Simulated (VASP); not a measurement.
Wanted: the native input for a VASP 6.6.1 run.

```yaml
Task: single point
Functional: LDA
Potentials_or_basis: VASP PAW LDA potentials, release 64 (Si, C)
Cutoff: 520 eV
k_mesh: 17 × 17 × 17
Occupations: fermi-dirac, width 0.05 eV
Spin: no spin polarisation
Dipole_correction: no
Further_INCAR_settings: ALGO = Normal; EDIFF = 1e-07; NBANDS = 11
```

The structure of SiC (zincblende type) lies in POSCAR:

```
SiC
1.0
    0.0000000000      1.8652501113      1.8652501113
    1.8652501113      0.0000000000      1.8652501113
    1.8652501113      1.8652501113      0.0000000000
Si C
1 1
Direct
    0.0000000000      0.0000000000      0.0000000000
    0.2500000000      0.2500000000      0.2500000000
```

This cell differs from its parent crystal: volume scaled by 0.64.

The input as run:

INCAR

```
PREC = Accurate ; ENCUT = 520
EDIFF = 1E-7 ; ISMEAR = -1
SIGMA = 0.05 ; LREAL = False
LASPH = True ; NELM = 60
ALGO = Normal ; ISIF = 2
LWAVE = False ; LCHARG = False
GGA = CA ; NBANDS = 11
```

KPOINTS

```
regular mesh
0
Gamma
  17 17 17
```

Potentials or basis: VASP PAW LDA potentials, release 64 (Si, C).

Command:

```sh
$ cat potpaw_LDA.64/Si/POTCAR potpaw_LDA.64/C/POTCAR > POTCAR
$ mpirun -np 1 vasp_std > vasp.out
```

Results of the run:

```
Pressure               : 235.3 GPa
Band gap on the k mesh : 0.83 eV, indirect (least direct gap 4.83 eV)
```

Run time: 12 s on 1 thread of Intel Xeon 6975P-C (shared host), peak memory 0.13 GiB.
